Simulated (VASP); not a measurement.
A run of VASP 6.6.1:

INCAR

```
SYSTEM = GaN
PREC = Accurate
ENCUT = 520
EDIFF = 1E-7
ISMEAR = 0
SIGMA = 0.05
LREAL = .FALSE.
LASPH = .TRUE.
NELM = 60
ALGO = Normal
ISIF = 2
LWAVE = .FALSE.
LCHARG = .FALSE.
LDIPOL = .TRUE.
IDIPOL = 3
DIPOL = 0.5 0.5 0.500
GGA = PE
NBANDS = 66
```

The input KPOINTS:

```
Automatic mesh
0
G
  9 9 1
  0 0 0
```

POSCAR

```
GaN
1.0
    3.2184289160      0.0000000000      0.0000000000
   -1.6092144580      2.7872412015      0.0000000000
    0.0000000000      0.0000000000     28.7538498141
N Ga
6 6
Direct
    0.3333333333      0.6666666667      0.2687695682
    0.6666666667      0.3333333333      0.3539561006
    0.3333333333      0.6666666667      0.4437964844
    0.6666666667      0.3333333333      0.5346670992
    0.3333333333      0.6666666667      0.6256769751
    0.6666666667      0.3333333333      0.7177254630
    0.6666666667      0.3333333333      0.2804701921
    0.3333333333      0.6666666667      0.3725374106
    0.6666666667      0.3333333333      0.4637211258
    0.3333333333      0.6666666667      0.5547026849
    0.6666666667      0.3333333333      0.6457807784
    0.3333333333      0.6666666667      0.7381961178
```

Potentials or basis: VASP PAW PBE potentials, release 64 (N, Ga_d).

Launch:

```sh
$ cat potpaw_PBE.64/N/POTCAR potpaw_PBE.64/Ga_d/POTCAR > POTCAR
$ mpirun -np 1 vasp_std > vasp.out
```

Hardware: 1 thread of Intel(R) Xeon(R) Platinum 8375C CPU @ 2.90GHz (Ice Lake), with other jobs on the host.

**Question.** Estimate the wall time of this run.

**Answer.** Wall time 14 min on 1 thread of Intel(R) Xeon(R) Platinum 8375C CPU @ 2.90GHz (Ice Lake) (shared host), peak memory 0.42 GiB. Counts: scf iterations 59, k points 12.
